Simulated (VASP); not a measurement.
Here is a VASP 6.6.1 calculation.

The input INCAR:

```
ALGO = Normal
EDIFF = 1E-6
ENCUT = 520
GGA = CA
ISIF = 2
ISMEAR = 0
LASPH = T
LCHARG = F
LREAL = F
LWAVE = F
NBANDS = 16
NELM = 80
PREC = Accurate
SIGMA = 0.01
```

KPOINTS

```
k-points
0
Gamma
  6 6 6
```

Contents of POSCAR:

```
SrC2
1.0
    2.5173256000      1.4533786100      2.3066623900
   -2.5173256000      1.4533786100      2.3066623900
    0.0000000000     -2.9067572300      2.3066623900
Sr C
1 2
Direct
    0.0000000000      0.0000000000      0.0000000000
    0.5915580000      0.5915580000      0.5915580000
    0.4084420000      0.4084420000      0.4084420000
```

Potentials or basis: VASP PAW LDA potentials, release 64 (Sr_sv, C).

Launch:

```bash
$ cat potpaw_LDA.64/Sr_sv/POTCAR potpaw_LDA.64/C/POTCAR > POTCAR
$ mpirun -np 1 vasp_std > vasp.out
```

(1) Predict the largest force.

(2) What does it give for the band gap on the k mesh?

(3) Predict the pressure.

Answers

(1) 0.449 eV/Å.

(2) 1.60 eV, indirect (least direct gap 2.43 eV).

(3) -5.4 GPa.
